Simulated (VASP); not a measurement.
# Mo2F3 (P1) in VASP: single point with PBE

Aim: the single point of Mo2F3 with PBE.

Program: VASP 6.6.1. These are calculated values, not measurements. Logs are shortened: lines on timing, memory, paths and dates and some standing lists are left out, and cuts for length are marked.

## 1. The cell of the first run

The typed cell holds 10 atoms: a = 2.570 Å, b = 5.765 Å, c = 10.470 Å, α = 93.71°, β = 90.47°, γ = 96.89°.

## 2. Single point, PBE

INCAR

```
ALGO     = Normal         # electronic algorithm
EDIFF    = 1E-7           # SCF threshold, eV
ENCUT    = 520            # plane-wave cutoff, eV
GGA      = PE             # functional
ISIF     = 2              # what is computed and relaxed
ISMEAR   = 0              # smearing method
LASPH    = True           # aspherical terms in the spheres
LCHARG   = True           # write CHGCAR
LELF     = True           # ELF
LREAL    = False          # projectors in reciprocal space
LVHAR    = True         
LWAVE    = False          # write WAVECAR
NBANDS   = 60             # bands
NELM     = 60             # most SCF steps
PREC     = Accurate       # precision mode
SIGMA    = 0.1            # smearing width, eV
```

KPOINTS

```
k-points
0
Gamma
  6 4 2
```

POSCAR

```
Mo2F3
1.0
    2.5696277902     -0.0335115108     -0.0008242962
   -0.6169075996      5.7313813309     -0.0536318523
   -0.0903563580     -0.5933586673     10.4532148478
Mo F
4 6
Direct
    0.4999309703      0.6117260607      0.1984955931
    0.6267677561      0.2385821247      0.1992174520
    0.6056712168      0.1242421759      0.8120973117
    0.4683946804      0.6285605603      0.8110955152
    0.0670804398      0.9321364120      0.2593464468
    0.5742888829      0.4480419728      0.3735456374
    0.5282458818      0.8599296906      0.6659665106
    0.5301033381      0.3572319349      0.6673014340
    0.4762209505      0.6811311570      0.0057653996
    0.6232958833      0.1184179112      0.0071686995
```

Potentials or basis: VASP PAW PBE potentials, release 64 (Mo_sv, F).

The run is started by

```sh
cat potpaw_PBE.64/Mo_sv/POTCAR potpaw_PBE.64/F/POTCAR > POTCAR
mpirun -np 1 vasp_std > vasp.out
```

OUTCAR:

```text
EDIFF = 1E-7
   ENCUT = 520
   GGA = PE
   ISIF = 2
   ISMEAR = 0
   LASPH = True
   LREAL = False
   NELM = 60
   PREC = Accurate

 ion  position               nearest neighbor table
   1  0.500  0.612  0.198-   9 2.08   6 2.13   2 2.21   5 2.26   5 2.33   2 2.92
   2  0.627  0.239  0.199-  10 2.08   6 2.14   1 2.21   5 2.27   5 2.33   1 2.92
   3  0.606  0.124  0.812-  10 2.05   7 2.08   8 2.11   4 2.84   4 2.97   4 3.44
   4  0.468  0.629  0.811-   9 2.04   7 2.08   8 2.12   3 2.84   3 2.97   3 3.44
   5  0.067  0.932  0.259-   1 2.26   2 2.27   1 2.33   2 2.33
   6  0.574  0.448  0.374-   1 2.13   2 2.14
   7  0.528  0.860  0.666-   3 2.08   4 2.08
   8  0.530  0.357  0.667-   3 2.11   4 2.12
   9  0.476  0.681  0.006-   4 2.04   1 2.08
  10  0.623  0.118  0.007-   3 2.05   2 2.08

  LATTYP: Found a triclinic cell.
 ALAT       =     6.0234377312
 B/A-ratio  =     0.4266411551
 C/A-ratio  =     1.7382817157
 COS(alpha) =     0.0082101725
 COS(beta)  =     0.0654303830
 COS(gamma) =     0.3118268672

  Lattice vectors:

 A1 = (   1.9527201906,   5.6978698201,  -0.0544561485)
 A2 = (   2.5696277902,  -0.0335115108,  -0.0008242962)
 A3 = (   0.0903563580,   0.5933586673, -10.4532148478)

Analysis of symmetry for initial positions (statically):
=====================================================================
 Subroutine PRICEL returns:
 Original cell was already a primitive cell.

 Routine SETGRP: Setting up the symmetry group for a
 triclinic supercell.

 Subroutine GETGRP returns: Found  1 space group operations
 (whereof  1 operations were pure point group operations)
 out of a pool of  2 trial point group operations.

The static configuration has the point symmetry C_1 .

Analysis of symmetry for dynamics (positions and initial velocities):
=====================================================================
 Subroutine PRICEL returns:
 Original cell was already a primitive cell.

 Routine SETGRP: Setting up the symmetry group for a
 triclinic supercell.

 Subroutine GETGRP returns: Found  1 space group operations
 (whereof  1 operations were pure point group operations)
 out of a pool of  2 trial point group operations.

The dynamic configuration has the point symmetry C_1 .

 Subroutine INISYM returns: Found  1 space group operations
 (whereof  1 operations are pure point group operations),
 and found     1 'primitive' translations

----------------------------------------------------------------------------------------

                                     Primitive cell

  volume of cell :     153.6511

  direct lattice vectors                    reciprocal lattice vectors
     2.569627790 -0.033511511 -0.000824296     0.389711018  0.042001082  0.005752735
    -0.616907600  5.731381331 -0.053631852     0.002283043  0.174816789  0.009942907
    -0.090356358 -0.593358667 10.453214848     0.000042444  0.000900237  0.095715817

  length of vectors
     2.569846431  5.764736188 10.470431674     0.392010028  0.175114201  0.095720060

  position of ions in fractional coordinates (direct lattice)
     0.499930970  0.611726061  0.198495593
     0.626767756  0.238582125  0.199217452
     0.605671217  0.124242176  0.812097312
     0.468394680  0.628560560  0.811095515
     0.067080440  0.932136412  0.259346447
     0.574288883  0.448041973  0.373545637
     0.528245882  0.859929691  0.665966511
     0.530103338  0.357231935  0.667301434
     0.476220951  0.681131157  0.005765400
     0.623295883  0.118417911  0.007168699

  ion indices of the primitive-cell ions
   primitive index   ion index
                 1           1
                 2           2
                 3           3
                 4           4
                 5           5
                 6           6
                 7           7
                 8           8
                 9           9
                10          10

----------------------------------------------------------------------------------------

 KPOINTS: k-points

Automatic generation of k-mesh.
 Grid dimensions read from file:
 generate k-points for:    6    4    2

 Generating k-lattice:

  Cartesian coordinates                     Fractional coordinates (reciprocal lattice)
     0.064951836  0.007000180  0.000958789     0.166666667  0.000000000  0.000000000
     0.000570761  0.043704197  0.002485727    -0.000000000  0.250000000  0.000000000
     0.000021222  0.000450118  0.047857908     0.000000000  0.000000000  0.500000000

  Length of vectors
     0.065335005  0.043778550  0.047860030

  Shift w.r.t. Gamma in fractional coordinates (k-lattice)
     0.000000000  0.000000000  0.000000000

 Subroutine IBZKPT returns following result:
 ===========================================

 Found     28 irreducible k-points:

 Following reciprocal coordinates:
            Coordinates               Weight
  0.000000  0.000000  0.000000      1.000000
  0.166667 -0.000000  0.000000      2.000000
  0.333333 -0.000000  0.000000      2.000000
  0.500000 -0.000000  0.000000      1.000000
  0.000000  0.250000  0.000000      2.000000
  0.166667  0.250000 -0.000000      2.000000
[... 16 lines left out ...]
 -0.333333  0.250000  0.500000      2.000000
 -0.166667  0.250000  0.500000      2.000000
 [... further k-points ...]
   k-points           NKPTS =     28   k-points in BZ     NKDIM =     28   number of bands    NBANDS=     60
   number of dos      NEDOS =    301   number of ions     NIONS =     10
   total plane-waves  NPLWV =  76800
   dimension x,y,z NGX =    20 NGY =   48 NGZ =   80
   dimension x,y,z NGXF=    40 NGYF=   96 NGZF=  160
   ions per type =               4   6
   NGX,Y,Z   is equivalent  to a cutoff of  12.94, 13.84, 12.70 a.u.
   NGXF,Y,Z  is equivalent  to a cutoff of  25.88, 27.68, 25.40 a.u.
 SYSTEM =  unknown system
   PREC   = accura    normal or accurate (medium, high low for compatibility)
   ISTART =      0    job   : 0-new  1-cont  2-samecut
   ICHARG =      2    charge: 1-file 2-atom 10-const
   ISPIN  =      1    spin polarized calculation?
   LNONCOLLINEAR =      F non collinear calculations
   LSORBIT =      F    spin-orbit coupling
   LASPH  =      T    aspherical Exc in radial PAW
   ENCUT  =  520.0 eV  38.22 Ry    6.18 a.u.   4.78 10.72 19.47*2*pi/ulx,y,z
   NELM   =     60;   NELMIN=  2; NELMDL= -5     # of ELM steps
   EDIFF  = 0.1E-06   stopping-criterion for ELM
   LREAL  =      F    real-space projection
   EDIFFG = 0.1E-05   stopping-criterion for IOM
   NSW    =      0    number of steps for IOM
   IBRION =     -1    ionic relax: 0-MD 1-quasi-New 2-CG
   NFREE  =      0    steps in history (QN), initial steepest desc. (CG)
   ISIF   =      2    stress and relaxation
   ISYM   =      2    0-nonsym 1-usesym 2-fastsym
   POTIM  = 0.5000    time-step for ionic-motion
   TEBEG  =    0.0;   TEEND  =   0.0 temperature during run
   PSTRESS=    0.0 pullay stress
   NELECT =      98.0000    total number of electrons
   NUPDOWN=      -1.0000    fix difference up-down
   EMIN   =  10.00;   EMAX   =-10.00  energy-range for DOS
   EFERMI =   0.00;   METHOD = LEGACY
   ISMEAR =     0;   SIGMA  =   0.10  broadening in eV -4-tet -1-fermi 0-gaus
   EFERMI_NEDOS =   21; number of points for ismear=-14 and -15
   IALGO  =     38    algorithm
   IMIX   =      4    mixing-type and parameters
     AMIX     =   0.40;   BMIX     =  1.00
     AMIX_MAG =   1.60;   BMIX_MAG =  1.00
  volume/ion in A,a.u.               =      15.37       103.69
  Fermi-wavevector in a.u.,A,eV,Ry     =   1.409197  2.662996 27.018929  1.985835
  Thomas-Fermi vector in A             =   2.531277
   LORBIT       =      0    0 simple, 1 ext, 2 COOP (PROOUT), +10 PAW based schemes
   GGA     = PE    functional components
   LHFCALC =     F    Hartree Fock is set to
   AEXX    =    0.0000 exact exchange contribution
   IVDW    =     0    specifies the selected vdW correction
   LEPSILON=     F    determine dielectric tensor
   LRPA    =     F    only Hartree local field effects (RPA)
 non-spin polarized calculation
 Gauss-broadening in eV      SIGMA  =   0.10
  energy-cutoff  :      520.00
  volume of cell :      153.65
 maximum number of plane-waves:      4160
   NGX =  9   NGY = 21   NGZ = 39

 number of electron      98.0000014 magnetization

 Free energy of the ion-electron system (eV)
  ---------------------------------------------------
  ext. energy  EPLUGINS =         0.00000000
  ---------------------------------------------------
  free energy    TOTEN  =       -67.40982742 eV

  energy without entropy =      -67.39843715  energy(sigma->0) =      -67.40413228

 E-fermi :   4.7016     XC(G=0):  -9.9317

 val. band max:        4.6111655287   @ k =   0.0000   0.0000   0.5000
 cond. band min:       4.7838165380   @ k =   0.1667  -0.0000   0.5000
 fundamental gap:      0.1726510093
 Fermi energy:         4.7015674420

 k-point     1 :       0.0000    0.0000    0.0000
  band No.  band energies     occupation
      1     -57.0393      2.00000
      2     -56.9983      2.00000
      3     -56.9366      2.00000
      4     -56.5432      2.00000
      5     -32.2053      2.00000
      6     -31.4206      2.00000
[... 52 lines left out ...]
     59       7.2112      0.00000
     60       7.3116      0.00000

 k-point     2 :       0.1667   -0.0000    0.0000
  band No.  band energies     occupation
      1     -56.9792      2.00000
      2     -56.9457      2.00000
      3     -56.8858      2.00000
      4     -56.4944      2.00000
      5     -32.1470      2.00000
      6     -31.3724      2.00000
[... 52 lines left out ...]
     59       7.1498      0.00000
     60       7.4544      0.00000

 k-point     3 :       0.3333   -0.0000    0.0000
  band No.  band energies     occupation
      1     -56.8557      2.00000
      2     -56.8387      2.00000
      3     -56.7824      2.00000
      4     -56.3956      2.00000
      5     -32.0853      2.00000
      6     -31.5402      2.00000
[... 1312 lines left out ...]
     59       7.4095      0.00000
     60       8.2248      0.00000

 k-point    24 :      -0.1667    0.2500    0.5000
  band No.  band energies     occupation
      1     -56.9782      2.00000
      2     -56.9388      2.00000
      3     -56.8928      2.00000
      4     -56.4954      2.00000
      5     -32.1241      2.00000
      6     -31.3573      2.00000
[... 52 lines left out ...]
     59       7.2458      0.00000
     60       7.4453      0.00000

 [... further k-points ...]

------------------------ aborting loop because EDIFF is reached ----------------------------------------

  FORCE on cell =-STRESS in cart. coord.  units (eV):
  Direction    XX          YY          ZZ          XY          YZ          ZX
  --------------------------------------------------------------------------------------
  -------------------------------------------------------------------------------------
  Total       -0.0305280      0.6586775      0.5588771     -0.1763721     -0.0530151      0.0064389
  in kB       -0.3183263      6.8682750      5.8276185     -1.8390976     -0.5528082      0.0671411
  external PRESSURE =       4.1258557 kB  Pullay stress =       0.0000000 kB

 VOLUME and BASIS-vectors are now :
 -----------------------------------------------------------------------------
  energy-cutoff  :      520.00
  volume of cell :      153.65
      direct lattice vectors                 reciprocal lattice vectors
     2.569627790 -0.033511511 -0.000824296     0.389711018  0.042001082  0.005752735
    -0.616907600  5.731381331 -0.053631852     0.002283043  0.174816789  0.009942907
    -0.090356358 -0.593358667 10.453214848     0.000042444  0.000900237  0.095715817

 POSITION                                       TOTAL-FORCE (eV/Angst)
 -----------------------------------------------------------------------------------
      0.88932      3.37150      2.04170        -0.058443      0.205716     -0.016862
      1.44538      1.22819      2.06915         0.051417     -0.211356     -0.003575
      1.40633      0.20992      8.48187         0.000258      0.009612      0.034067
      0.74255      3.10555      8.44446         0.002146     -0.011363      0.018054
     -0.42610      5.18630      2.66096         0.004415      0.005744      0.011299
      1.16556      2.32701      3.88025         0.002474      0.005239      0.078185
      0.76672      4.51573      6.91494         0.000368     -0.002599     -0.083182
      1.08149      1.63372      6.95585        -0.002856     -0.004508     -0.075376
      0.80299      3.88444      0.02334        -0.006251      0.007140      0.023335
      1.52794      0.65356      0.06807         0.006473     -0.003624      0.014055
 -----------------------------------------------------------------------------------
    total drift:                               -0.000490      0.000458     -0.001322

  FREE ENERGIE OF THE ION-ELECTRON SYSTEM (eV)
  ---------------------------------------------------
  free  energy   TOTEN  =       -67.4098274208 eV

  energy  without entropy=      -67.3984371457  energy(sigma->0) =      -67.40413228
```

It took 3.6 min on 1 thread of Intel Xeon 6975P-C (Granite Rapids), shared host; peak memory 0.36 GiB.

What came out:

| Property | Result |
| --- | --- |
| Free energy | -67.4098 eV |
| Pressure | 0.4 GPa |
| Largest force | 0.218 eV/Å |
| Band gap on the k mesh | zero (bands 49 and 50 overlap by 1.45 eV) |

Forces on the atoms (eV/Å):
```
Mo  -0.058  0.206 -0.017
Mo   0.051 -0.211 -0.004
Mo   0.000  0.010  0.034
Mo   0.002 -0.011  0.018
F    0.004  0.006  0.011
F    0.002  0.005  0.078
F    0.000 -0.003 -0.083
F   -0.003 -0.005 -0.075
F   -0.006  0.007  0.023
F    0.006 -0.004  0.014
```

Caveat: the k points lie up to 0.41 Å⁻¹ apart, too coarse for converged energies and pressures of a metal.
